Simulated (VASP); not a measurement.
# BeCd3S2 (P-4m2) in VASP: notebook

Runs on BeCd3S2. Level: PBE. Tasks: single point.

Program: VASP 6.6.1. These are calculated values, not measurements. Logs are shortened: lines on timing, memory, paths and dates and some standing lists are left out, and cuts for length are marked.

### 1 The cell of the first run

The structure is tetragonal, space group P-4m2 (No. 115). Conventional cell: a = 4.658 Å, b = 4.658 Å, c = 6.634 Å, α = 90.00°, β = 90.00°, γ = 90.00°. Within 3.7 Å of Be (site symmetry -4m2) lie 4 S at 2.79 Å and 6 Cd at 3.29 to 3.32 Å. Within 3.9 Å of Cd (site symmetry -4m2) lie 4 S at 2.93 Å and 6 Cd at 3.29 to 3.32 Å. Cd (site symmetry -4m2) has 4 S at 2.93 Å and 4 Cd at 3.29 Å and 2 Be at 3.32 Å within 3.9 Å. Within 3.7 Å of Cd (site symmetry -4m2) lie 4 S at 2.79 Å and 4 Be at 3.29 Å and 2 Cd at 3.32 Å. S (site symmetry 2mm) has 2 Be at 2.79 Å and 6 Cd at 2.79 to 2.93 Å within 3.7 Å.

The cell was generated, and may not be a known phase.

### 2 Single point, PBE

INCAR reads:

```
SYSTEM = BeCd3S2
ALGO     = Normal         ! electronic algorithm
EDIFF    = 1E-6           ! SCF threshold, eV
ENCUT    = 520            ! plane-wave cutoff, eV
GGA      = PE             ! functional
ISIF     = 2              ! what is computed and relaxed
ISMEAR   = 0              ! smearing method
LASPH    = .True.         ! aspherical terms in the spheres
LCHARG   = .False.        ! write CHGCAR
LREAL    = .False.        ! projectors in reciprocal space
LWAVE    = .False.        ! write WAVECAR
NBANDS   = 34             ! bands
NELM     = 80             ! most SCF steps
PREC     = Accurate       ! precision mode
SIGMA    = 0.1            ! smearing width, eV
```

KPOINTS reads:

```
k-points
0
Gamma
  4 4 4
  0 0 0
```

POSCAR reads:

```
BeCd3S2
1.0
    4.6584921000      0.0000000000      0.0000000000
    0.0000000000      4.6584921000      0.0000000000
    0.0000000000      0.0000000000      6.6340395100
Be Cd S
1 3 2
Direct
    0.0000000000      0.0000000000      0.5000000000
    0.5000000000      0.5000000000      0.0000000000
    0.0000000000      0.0000000000      0.0000000000
    0.5000000000      0.5000000000      0.5000000000
    0.0000000000      0.5000000000      0.2679100000
    0.5000000000      0.0000000000      0.7320900000
```

Potentials or basis: VASP PAW PBE potentials, release 64 (Be, Cd, S).

Launch:

```sh
$ cat potpaw_PBE.64/Be/POTCAR potpaw_PBE.64/Cd/POTCAR potpaw_PBE.64/S/POTCAR > POTCAR
$ mpirun -np 1 vasp_std > vasp.out
```

OUTCAR:

```text
SYSTEM = BeCd3S2
   EDIFF = 1E-6
   ENCUT = 520
   GGA = PE
   ISIF = 2
   ISMEAR = 0
   LASPH = .True.
   LREAL = .False.
   NELM = 80
   PREC = Accurate

 ion  position               nearest neighbor table
   1  0.000  0.000  0.500-
   2  0.500  0.500  0.000-   5 2.93   6 2.93   6 2.93   5 2.93   3 3.29   3 3.29   3 3.29   3 3.29
                             4 3.32   4 3.32
   3  0.000  0.000  0.000-   5 2.93   6 2.93   5 2.93   6 2.93   2 3.29   2 3.29   2 3.29   2 3.29

   4  0.500  0.500  0.500-   5 2.79   6 2.79   6 2.79   5 2.79   2 3.32   2 3.32
   5  0.000  0.500  0.268-   4 2.79   4 2.79   2 2.93   3 2.93   2 2.93   3 2.93
   6  0.500  0.000  0.732-   4 2.79   4 2.79   2 2.93   2 2.93   3 2.93   3 2.93

  LATTYP: Found a simple tetragonal cell.
 ALAT       =     4.6584921000
 C/A-ratio  =     1.4240744360

  Lattice vectors:

 A1 = (   4.6584921000,   0.0000000000,   0.0000000000)
 A2 = (   0.0000000000,   4.6584921000,   0.0000000000)
 A3 = (   0.0000000000,   0.0000000000,   6.6340395100)

Analysis of symmetry for initial positions (statically):
=====================================================================
 Subroutine PRICEL returns:
 Original cell was already a primitive cell.

 Routine SETGRP: Setting up the symmetry group for a
 simple tetragonal supercell.

 Subroutine GETGRP returns: Found  8 space group operations
 (whereof  8 operations were pure point group operations)
 out of a pool of 16 trial point group operations.

The static configuration has the point symmetry D_2d.

Analysis of symmetry for dynamics (positions and initial velocities):
=====================================================================
 Subroutine PRICEL returns:
 Original cell was already a primitive cell.

 Routine SETGRP: Setting up the symmetry group for a
 simple tetragonal supercell.

 Subroutine GETGRP returns: Found  8 space group operations
 (whereof  8 operations were pure point group operations)
 out of a pool of 16 trial point group operations.

The dynamic configuration has the point symmetry D_2d.

 Subroutine INISYM returns: Found  8 space group operations
 (whereof  8 operations are pure point group operations),
 and found     1 'primitive' translations
[... 92 lines left out ...]
   LSORBIT =      F    spin-orbit coupling
   LASPH  =      T    aspherical Exc in radial PAW
   ENCUT  =  520.0 eV  38.22 Ry    6.18 a.u.   8.66  8.66 12.33*2*pi/ulx,y,z
   NELM   =     80;   NELMIN=  2; NELMDL= -5     # of ELM steps
   EDIFF  = 0.1E-05   stopping-criterion for ELM
   LREAL  =      F    real-space projection
   EDIFFG = 0.1E-04   stopping-criterion for IOM
   NSW    =      0    number of steps for IOM
   IBRION =     -1    ionic relax: 0-MD 1-quasi-New 2-CG
   NFREE  =      0    steps in history (QN), initial steepest desc. (CG)
   ISIF   =      2    stress and relaxation
   ISYM   =      2    0-nonsym 1-usesym 2-fastsym
   POTIM  = 0.5000    time-step for ionic-motion
   TEBEG  =    0.0;   TEEND  =   0.0 temperature during run
   PSTRESS=    0.0 pullay stress
   NELECT =      50.0000    total number of electrons
   NUPDOWN=      -1.0000    fix difference up-down
   EMIN   =  10.00;   EMAX   =-10.00  energy-range for DOS
   EFERMI =   0.00;   METHOD = LEGACY
   ISMEAR =     0;   SIGMA  =   0.10  broadening in eV -4-tet -1-fermi 0-gaus
   EFERMI_NEDOS =   21; number of points for ismear=-14 and -15
   IALGO  =     38    algorithm
   IMIX   =      4    mixing-type and parameters
     AMIX     =   0.40;   BMIX     =  1.00
     AMIX_MAG =   1.60;   BMIX_MAG =  1.00
  volume/ion in A,a.u.               =      23.99       161.93
  Fermi-wavevector in a.u.,A,eV,Ry     =   1.150735  2.174573 18.016706  1.324191
  Thomas-Fermi vector in A             =   2.287397
   LORBIT       =      0    0 simple, 1 ext, 2 COOP (PROOUT), +10 PAW based schemes
   GGA     = PE    functional components
   LHFCALC =     F    Hartree Fock is set to
   AEXX    =    0.0000 exact exchange contribution
   IVDW    =     0    specifies the selected vdW correction
   LEPSILON=     F    determine dielectric tensor
   LRPA    =     F    only Hartree local field effects (RPA)
 non-spin polarized calculation
 Gauss-broadening in eV      SIGMA  =   0.10
  energy-cutoff  :      520.00
  volume of cell :      143.97
 maximum number of plane-waves:      3928
 NGX is ok and might be reduce to    36
   NGX = 17   NGY = 17   NGZ = 25

 number of electron      50.0000015 magnetization

 Free energy of the ion-electron system (eV)
  ---------------------------------------------------
  ext. energy  EPLUGINS =         0.00000000
  ---------------------------------------------------
  free energy    TOTEN  =       -12.46530109 eV

  energy without entropy =      -12.45696170  energy(sigma->0) =      -12.46113139

 E-fermi :   2.8355     XC(G=0):  -9.3347

 val. band max:        2.7307164914   @ k =   0.0000   0.0000   0.5000
 cond. band min:       2.8634192321   @ k =   0.2500   0.2500   0.2500
 fundamental gap:      0.1327027406
 Fermi energy:         2.8355068127

 k-point     1 :       0.0000    0.0000    0.0000
  band No.  band energies     occupation
      1     -10.9801      2.00000
      2     -10.6426      2.00000
      3      -6.4113      2.00000
      4      -6.4055      2.00000
      5      -6.4055      2.00000
      6      -6.3726      2.00000
[... 655 lines left out ...]
     33       8.2760      0.00000
     34       8.2760      0.00000

------------------------ aborting loop because EDIFF is reached ----------------------------------------

  FORCE on cell =-STRESS in cart. coord.  units (eV):
  Direction    XX          YY          ZZ          XY          YZ          ZX
  --------------------------------------------------------------------------------------
  -------------------------------------------------------------------------------------
  Total       -2.5202006     -2.5202006     -1.4855530      0.0000000      0.0000000      0.0000000
  in kB      -28.0463862    -28.0463862    -16.5321733      0.0000000      0.0000000      0.0000000
  external PRESSURE =     -24.2083152 kB  Pullay stress =       0.0000000 kB

 VOLUME and BASIS-vectors are now :
 -----------------------------------------------------------------------------
  energy-cutoff  :      520.00
  volume of cell :      143.97
      direct lattice vectors                 reciprocal lattice vectors
     4.658492100  0.000000000  0.000000000     0.214661736  0.000000000  0.000000000
     0.000000000  4.658492100  0.000000000     0.000000000  0.214661736  0.000000000
     0.000000000  0.000000000  6.634039510     0.000000000  0.000000000  0.150737721

 POSITION                                       TOTAL-FORCE (eV/Angst)
 -----------------------------------------------------------------------------------
      0.00000      0.00000      3.31702        -0.000000      0.000000      0.000000
      2.32925      2.32925      0.00000        -0.000000     -0.000000      0.000000
      0.00000      0.00000      0.00000        -0.000000      0.000000      0.000000
      2.32925      2.32925      3.31702         0.000000      0.000000      0.000000
      0.00000      2.32925      1.77733        -0.000000      0.000000      1.194303
      2.32925      0.00000      4.85671        -0.000000      0.000000     -1.194303
 -----------------------------------------------------------------------------------
    total drift:                                0.000000      0.000000      0.000000

  FREE ENERGIE OF THE ION-ELECTRON SYSTEM (eV)
  ---------------------------------------------------
  free  energy   TOTEN  =       -12.4653010851 eV

  energy  without entropy=      -12.4569617019  energy(sigma->0) =      -12.46113139
```

It took 1.9 min on 1 thread of Intel Xeon 8259CL, shared host; peak memory 0.28 GiB.

Results:

| Item | Value |
| --- | --- |
| Free energy | -12.4653 eV |
| Pressure | -2.4 GPa |
| Largest force | 1.194 eV/Å |
| Band gap on the k mesh | zero (bands 25 and 26 overlap by 1.05 eV) |

Forces in eV/Å, atoms in the order of the input:
```
Be   0.000  0.000  0.000
Cd   0.000  0.000  0.000
Cd   0.000  0.000  0.000
Cd   0.000  0.000  0.000
S    0.000  0.000  1.194
S    0.000  0.000 -1.194
```

Caveat: forces of over 1 eV/Å act on the atoms, so gaps and moduli don't describe the material at rest.

### 3 Single point, PBE

This run uses another cell than the first one, of 26.26 Å³/atom.

INCAR reads:

```
SYSTEM = BeCd3S2
ALGO = Normal
EDIFF = 1E-6
ENCUT = 520
GGA = PE
ISIF = 2
ISMEAR = 0
LASPH = .True.
LCHARG = .True.
LELF = .True.
LREAL = .False.
LVHAR = .True.
LWAVE = .False.
NBANDS = 34
NELM = 80
PREC = Accurate
SIGMA = 0.1
```

KPOINTS is that of step 2.

POSCAR reads:

```
BeCd3S2
1.0
    4.1558653985      0.0000000000      0.0000000000
    0.0000000000      4.1558653985      0.0000000000
    0.0000000000      0.0000000000      9.1220988674
Be Cd S
1 3 2
Direct
    0.0000000000      0.0000000000      0.5000000000
    0.5000000000      0.5000000000      0.0000000000
    0.0000000000      0.0000000000      0.0000000000
    0.5000000000      0.5000000000      0.5000000000
    0.0000000000      0.5000000000      0.3545693113
    0.5000000000      0.0000000000      0.6454306887
```

Potentials or basis: VASP PAW PBE potentials, release 64 (Be, Cd, S).

Launch:

```sh
$ cat potpaw_PBE.64/Be/POTCAR potpaw_PBE.64/Cd/POTCAR potpaw_PBE.64/S/POTCAR > POTCAR
$ mpirun -np 1 vasp_std > vasp.out
```

Run time: 2.2 min. Hardware: 1 thread of Intel Xeon 8259CL, shared host; peak memory 0.29 GiB.

It converged, with:

* Free energy: -14.6130 eV
* Pressure: 0.2 GPa
* Largest force: 0.038 eV/Å
* Band gap on the k mesh: zero (bands 25 and 26 overlap by 0.87 eV)

Forces in eV/Å, atoms in the order of the input:
```
Be   0.000  0.000  0.000
Cd   0.000  0.000  0.000
Cd   0.000  0.000  0.000
Cd   0.000  0.000  0.000
S    0.000  0.000 -0.038
S    0.000  0.000  0.038
```

Levels at points of the mesh, in eV from the Fermi level:
| k point | band 22 | band 23 | band 24 | band 25 | band 26 | band 27 | band 28 | band 29 |
| --- | --- | --- | --- | --- | --- | --- | --- | --- |
| (0.00, 0.00, 0.00) | -3.35 | -2.94 | -2.94 | 0.17 | 0.41 | 0.81 | 1.18 | 2.49 |
| (0.50, 0.00, 0.00) | -3.95 | -3.53 | -2.81 | -2.57 | 0.29 | 0.98 | 2.62 | 2.86 |
| (0.50, 0.50, 0.00) | -4.76 | -4.45 | -0.96 | -0.96 | -0.70 | -0.70 | 2.01 | 2.01 |
| (0.00, 0.00, 0.50) | -2.95 | -2.95 | -2.65 | -0.76 | 0.36 | 0.51 | 2.42 | 2.62 |
| (0.50, 0.00, 0.50) | -3.63 | -3.53 | -3.23 | -3.11 | 0.56 | 1.54 | 2.63 | 2.67 |
| (0.50, 0.50, 0.50) | -4.77 | -4.45 | -0.83 | -0.80 | -0.55 | -0.55 | 1.65 | 1.65 |

Caveat: the k points lie up to 0.38 Å⁻¹ apart, too coarse for converged energies and pressures of a metal.

The gap in the log of VASP goes by the Fermi energy; the results here count the filled bands.